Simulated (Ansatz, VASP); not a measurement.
MoS2: VASP beside Ansatz

```
CELL_PARAMETERS angstrom
3.14139 0.00000 0.00000
-1.57069 2.72052 0.00000
0.00000 0.00000 12.58509
ATOMIC_POSITIONS crystal
Mo 0.66667 0.33333 0.25000
Mo 0.33333 0.66667 0.75000
S 0.66667 0.33333 0.62612
S 0.33333 0.66667 0.37388
S 0.66667 0.33333 0.87388
S 0.33333 0.66667 0.12612
```

Alike in both runs: functional PBEsol; k mesh 12 × 12 × 2; occupations gaussian, width 0.02 eV; no spin polarisation.

Ansatz relaxed the structure, and its values are those at the end. VASP's run is a single point on that final structure, the one shown.

```csv
,VASP,Ansatz
version,VASP 6.6.1,Ansatz 0.2.0
potentials or method,"VASP PAW PBE potentials, release 64 (Mo_sv, S), cutoff 520 eV","scalar-relativistic, plane waves, PAW"
valence electrons in the cell,52,52
```

Ansatz gave:

```
gap on the k mesh at the Fermi level (eV) : 0.98
least direct gap on the mesh (eV)         : 1.74
pressure (GPa)                            : 0.0
```

Problem. Which values does VASP return?

Solution. gap on the k mesh at the Fermi level (eV): 1.00; least direct gap on the mesh (eV): 1.75; pressure (GPa): 0.0.

VASP's potentials were made for PBE, not for PBEsol. The functional is the same, so the differences come from potentials, cutoffs and numerics.
